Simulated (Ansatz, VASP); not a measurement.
**Two plane-wave programs on Si8S**

```
CELL_PARAMETERS angstrom
3.81552 0.00000 0.00000
0.00000 6.31294 0.00000
0.00000 0.00000 21.23187
ATOMIC_POSITIONS crystal
Si 0.00000 0.93690 0.18840
Si 0.00000 0.56310 0.18840
Si 0.50000 0.43690 0.24027
Si 0.50000 0.06310 0.24027
Si 0.50000 0.93327 0.34466
Si 0.50000 0.56673 0.34466
Si 0.00000 0.42663 0.38771
Si 0.00000 0.07337 0.38771
S 0.50000 0.09330 0.49133
```

Alike in both runs: task single point; functional PBE; dispersion D3(BJ); k mesh 7 × 4 × 1; occupations gaussian, width 0.05 eV; collinear spin.

|  | VASP | Ansatz |
| --- | --- | --- |
| version | VASP 6.6.1 | Ansatz 0.2.0 |
| potentials or method | VASP PAW PBE potentials, release 64 (Si, S), cutoff 520 eV | scalar-relativistic, plane waves, PAW |
| valence electrons in the cell | 38 | 38 |

```csv
,VASP,Ansatz,Ansatz less VASP
gap on the k mesh at the Fermi level (eV),none,none,-
rms of the force components (eV/Å),0.621,0.620,-0.0003
net moment per atom (μB),0.02,0.02,-0.001
size of the moment on the site where the two differ most (μB),0.08,0.11,+0.025
"work function, face that differs most (eV)",6.49,6.50,+0.006
```

Site moments also hang on the region over which each program counts them. Atom by atom the forces differ by 0.003 eV/Å (rms over components). A gap of «none» marks a metal or a gap that the smearing closes.
